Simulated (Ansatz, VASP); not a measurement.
Two plane-wave programs on Sn

File INCAR:

```
  PREC = Accurate
  ENCUT = 600
  EDIFF = 1E-7
  ISMEAR = -1
  SIGMA = 0.03
  LREAL = F
  LASPH = T
  NELM = 80
  ALGO = Normal
  ISIF = 3
  LWAVE = F
  LCHARG = F
  GGA = PE
  IBRION = 2
  NSW = 100
  EDIFFG = -0.005
```

The input KPOINTS:

```
regular mesh
0
Gamma
  15 15 15
```

Contents of POSCAR:

```
Sn
1.0
   -1.6934673112      1.6934673112      1.6934673112
    1.6934673112     -1.6934673112      1.6934673112
    1.6934673112      1.6934673112     -1.6934673112
Sn
1
Direct
    0.0000000000      0.0000000000      0.0000000000
```

Input for Ansatz:

```yaml
crystal:
  lattice:
    - [-1.6934673112, 1.6934673112, 1.6934673112]
    - [1.6934673112, -1.6934673112, 1.6934673112]
    - [1.6934673112, 1.6934673112, -1.6934673112]
  atoms:
    - { symbol: Sn, position: [0.0, 0.0, 0.0] }
kpoints:
  mp_grid: { grid: [15, 15, 15] }
scf:
  occupations: { method: fermi_dirac, width: 0.03 }
hamiltonian:
  xc: pbe
  pseudopotentials: { kind: paw }
output:
  forces: true
  stress: true
  write_density: true
  write_potential: true
  elf: true
  volumetric_format: npy
relax:
  f_tol: 0.005
  max_steps: 80
  cell: {}
```

Alike in both runs: task relaxation of cell and atoms; functional PBE; k mesh 15 × 15 × 15; occupations fermi-dirac, width 0.03 eV; no spin polarisation.

|  | VASP | Ansatz |
| --- | --- | --- |
| version | VASP 6.6.1 | Ansatz 0.2.0 |
| potentials or method | VASP PAW PBE potentials, release 64 (Sn_d) | PAW with Ansatz's default frozen-core files, scalar-relativistic |
| plane-wave cutoff (eV) | 600 | 420 |
| valence electrons in the cell | 14 | 14 |

```csv
,VASP,Ansatz,Ansatz less VASP
relaxed volume (Å³/atom),27.59,27.57,-0.016
relaxed cell length with the largest relative difference (Å),3.297,3.296,-0.0006
```

Noted on VASP's run: the volume moved by over 15 % at a fixed basis, so the end points are rough.
